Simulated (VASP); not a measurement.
Write the native input for VASP 6.6.1 that does the following.

| Property | Result |
| --- | --- |
| Task | single point |
| Functional | PBE |
| Potentials or basis | VASP PAW PBE potentials, release 64 (Hg, Te) |
| Cutoff | 520 eV |
| k mesh | 14 × 14 × 14 |
| Occupations | gaussian, width 0.15 eV |
| Spin | no spin polarisation |
| Dipole correction | no |
| Further INCAR settings | ALGO = Normal; EDIFF = 1e-07; NBANDS = 16 |

The structure of HgTe lies in POSCAR:

```
HgTe
1.0
    0.0000000000      3.1267950000      3.2718525000
    3.1267950000      0.0000000000      3.2718525000
    3.1267950000      3.1267950000      0.0000000000
Hg Te
1 1
Direct
    0.0000000000      0.0000000000      0.0000000000
    0.7500000000      0.7500000000      0.7500000000
```

This cell differs from its parent crystal: strain -0.030 along x and y, +0.015 along z.

The input as run:

INCAR

```
SYSTEM = HgTe
PREC = Accurate ; ENCUT = 520
EDIFF = 1E-7 ; ISMEAR = 0
SIGMA = 0.15 ; LREAL = .FALSE.
LASPH = .TRUE. ; NELM = 80
ALGO = Normal ; ISIF = 2
LWAVE = .FALSE. ; LCHARG = .TRUE.
GGA = PE ; LELF = .TRUE.
LVHAR = .TRUE. ; NBANDS = 16
```

KPOINTS

```
Automatic mesh
0
G
  14 14 14
  0 0 0
```

Potentials or basis: VASP PAW PBE potentials, release 64 (Hg, Te).

Launch:

```bash
$ cat potpaw_PBE.64/Hg/POTCAR potpaw_PBE.64/Te/POTCAR > POTCAR
$ mpirun -np 1 vasp_std > vasp.out
```

Results of the run:

```json
{
 "Pressure": "6.9 GPa",
 "Band gap on the k mesh": "zero (filled and empty bands touch)"
}
```

Caveat: the cell differs from its parent crystal (strain -0.030 along x and y, +0.015 along z); the cell stands under pressure; semilocal functionals underestimate gaps, and a narrow one can read as zero; spin-orbit coupling is left out, which moves the levels of the heavy elements.

It took 2.1 min on 1 thread of Intel(R) Xeon(R) Platinum 8488C (Sapphire Rapids), on a shared host, peak memory 0.39 GiB.
